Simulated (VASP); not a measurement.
Crystal: Pb.

```
Pb
1.0
     2.97658   -1.71459    0.00000
     2.97658    1.71459    0.00000
    -2.07228    0.00000    5.97080
Pb
2
Direct
  0.90851 0.90851 0.72629
  0.09149 0.09149 0.27371
```

Base run:

```yaml
Program: VASP 6.6.1
Functional: r2SCAN
Potentials_or_basis: VASP PAW PBE potentials, release 64 (Pb_d)
Cutoff: 520 eV
k_mesh: 9 × 9 × 5
Occupations: fermi-dirac, width 0.05 eV
Spin: no spin polarisation
```

Its results: band gap on the k mesh zero (band 14 reaches 14.05 eV, above the bottom of band 15 at 5.58 eV); pressure 2.6 GPa; largest force 0.037 eV/Å.

**Question.** The run is repeated on the same cell with these changes: functional from r2SCAN to PBEsol; further incar settings from ALGO = Normal; EDIFF = 1e-07; NBANDS = 21 to ALGO = Fast; EDIFF = 1e-06; NBANDS = 21. What comes out?

**Answer.** Band gap on the k mesh zero (band 14 reaches 13.59 eV, above the bottom of band 15 at 5.51 eV); pressure 0.8 GPa; largest force 0.036 eV/Å.

Caveats: the PAW data sets were made with another functional, which shifts forces and pressure a little; spin-orbit coupling is left out, which moves the levels of the heavy elements.
